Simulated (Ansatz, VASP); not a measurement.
## Fe in VASP and in Ansatz

```
Fe
1.0
    -1.46136    1.46136    1.46136
     1.46136   -1.46136    1.46136
     1.46136    1.46136   -1.46136
Fe
1
Direct
  0.00000 0.00000 0.00000
```

Alike in both runs: task single point; functional r2SCAN; k mesh 20 × 20 × 20; occupations gaussian, width 0.1 eV; collinear spin.

|  | VASP | Ansatz |
| --- | --- | --- |
| version | VASP 6.6.1 | Ansatz 0.2.0 |
| potentials or method | VASP PAW PBE potentials, release 64 (Fe), cutoff 520 eV | scalar-relativistic, plane waves, PAW |
| valence electrons in the cell | 8 | 16 |

```csv
,VASP,Ansatz,Ansatz less VASP
gap on the k mesh at the Fermi level (eV),none,none,-
pressure (GPa),-9.8,-9.4,+0.38
net moment per atom (μB),2.69,2.70,+0.007
size of the moment on the site where the two differ most (μB),2.78,2.87,+0.087
```

VASP's potentials were made for PBE, not for r2SCAN. Site moments also hang on the region over which each program counts them. A gap of «none» marks a metal or a gap that the smearing closes. With one functional, cell and mesh, what is left measures potentials, basis and numerics. VASP's potentials hold 8 valence electrons a cell and Ansatz's 16, so a difference there can come from the potentials and not from the codes. Ansatz's warnings: stability check not made.
